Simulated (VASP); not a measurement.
Write the native input for VASP 6.6.1 that does the following.

- Task: single point
- Functional: PBE
- Potentials or basis: VASP PAW PBE potentials, release 64 (Ga_d, P)
- Cutoff: 500 eV
- k mesh: 6 × 6 × 6
- Occupations: gaussian, width 0.02 eV
- Spin: no spin polarisation
- Dipole correction: no
- Further INCAR settings: ALGO = Normal; EDIFF = 1e-06; NBANDS = 16

The structure of GaP lies in POSCAR:

```
GaP
1.0
    0.0000000000      2.7252500000      2.7252500000
    2.7252500000      0.0000000000      2.7252500000
    2.7252500000      2.7252500000      0.0000000000
Ga P
1 1
Direct
    0.0000000000      0.0000000000      0.0000000000
    0.2500000000      0.2500000000      0.2500000000
```

The input as run:

INCAR

```
SYSTEM = GaP
  PREC = Accurate
  ENCUT = 500
  EDIFF = 1E-6
  ISMEAR = 0
  SIGMA = 0.02
  LREAL = .FALSE.
  LASPH = .TRUE.
  NELM = 120
  ALGO = Normal
  ISIF = 2
  LWAVE = .FALSE.
  LCHARG = .FALSE.
  GGA = PE
  NBANDS = 16
  GGA_COMPAT = .FALSE.
```

KPOINTS

```
regular mesh
0
G
  6 6 6
  0 0 0
```

Potentials or basis: VASP PAW PBE potentials, release 64 (Ga_d, P).

Command:

```sh
$ cat potpaw_PBE.64/Ga_d/POTCAR potpaw_PBE.64/P/POTCAR > POTCAR
$ mpirun -np 1 vasp_std > vasp.out
```

It gave:

The pressure is 2.4 GPa and the band gap on the k mesh is 1.65 eV, indirect (least direct gap 1.82 eV).

Wall time 21 s on 1 thread of Intel Xeon 8259CL (shared host), peak memory 0.15 GiB.
